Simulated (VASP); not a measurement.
Here is a VASP 6.6.1 calculation.

The input INCAR:

```
SYSTEM = Al
PREC     = Accurate       ! precision mode
ENCUT    = 520            ! plane-wave cutoff, eV
EDIFF    = 1E-7           ! SCF threshold, eV
ISMEAR   = 0              ! smearing method
SIGMA    = 0.05           ! smearing width, eV
LREAL    = Auto         
LASPH    = .TRUE.         ! aspherical terms in the spheres
NELM     = 80             ! most SCF steps
ALGO     = Normal         ! electronic algorithm
ISIF     = 2              ! what is computed and relaxed
LWAVE    = .FALSE.        ! write WAVECAR
LCHARG   = .FALSE.        ! write CHGCAR
GGA      = PS             ! functional
NBANDS   = 42             ! bands
```

The input KPOINTS:

```
Automatic mesh
0
G
  1 1 19
  0 0 0
```

The input POSCAR:

```
Al
1.0
   17.5000000000      0.0000000000      0.0000000000
    0.0000000000     17.3000000000      0.0000000000
    0.0000000000      0.0000000000      2.8394492406
Al
18
Direct
    0.2566186365      0.7321148917      0.0000000000
    0.2566186365      0.5000000000      0.0000000000
    0.2566186365      0.2678851083      0.0000000000
    0.5811271212      0.7321148917      0.0000000000
    0.5811271212      0.5000000000      0.0000000000
    0.5811271212      0.2678851083      0.0000000000
    0.5000000000      0.6160574458      0.5000000000
    0.5000000000      0.3839425542      0.5000000000
    0.3377457577      0.6160574458      0.5000000000
    0.3377457577      0.3839425542      0.5000000000
    0.6622542423      0.6160574458      0.5000000000
    0.6622542423      0.3839425542      0.5000000000
    0.4188728788      0.7321148917      0.0000000000
    0.4188728788      0.5000000000      0.0000000000
    0.4188728788      0.2678851083      0.0000000000
    0.7433813635      0.7321148917      0.0000000000
    0.7433813635      0.5000000000      0.0000000000
    0.7433813635      0.2678851083      0.0000000000
```

Potentials or basis: VASP PAW PBE potentials, release 64 (Al).

Launch:

```console
$ cat potpaw_PBE.64/Al/POTCAR > POTCAR
$ mpirun -np 1 vasp_std > vasp.out
```

Problem. What does it give for the largest force?

Solution. 0.426 eV/Å.

Problem. Estimate the band gap on the k mesh.

Solution. Zero (bands 27 and 28 overlap by 0.68 eV).

Forces on the atoms (eV/Å):
```
Al   0.411 -0.114  0.000
Al   0.199  0.000  0.000
Al   0.411  0.114  0.000
Al  -0.072  0.146  0.000
Al  -0.104  0.000  0.000
Al  -0.072 -0.146  0.000
Al   0.000 -0.027  0.000
Al   0.000  0.027  0.000
Al  -0.148  0.059  0.000
Al  -0.148 -0.059  0.000
Al   0.148  0.059  0.000
Al   0.148 -0.059  0.000
Al   0.072  0.146  0.000
Al   0.104  0.000  0.000
Al   0.072 -0.146  0.000
Al  -0.411 -0.114  0.000
Al  -0.199  0.000  0.000
Al  -0.411  0.114  0.000
```

Caveat: the PAW data sets were made with another functional, which shifts forces and pressure a little.
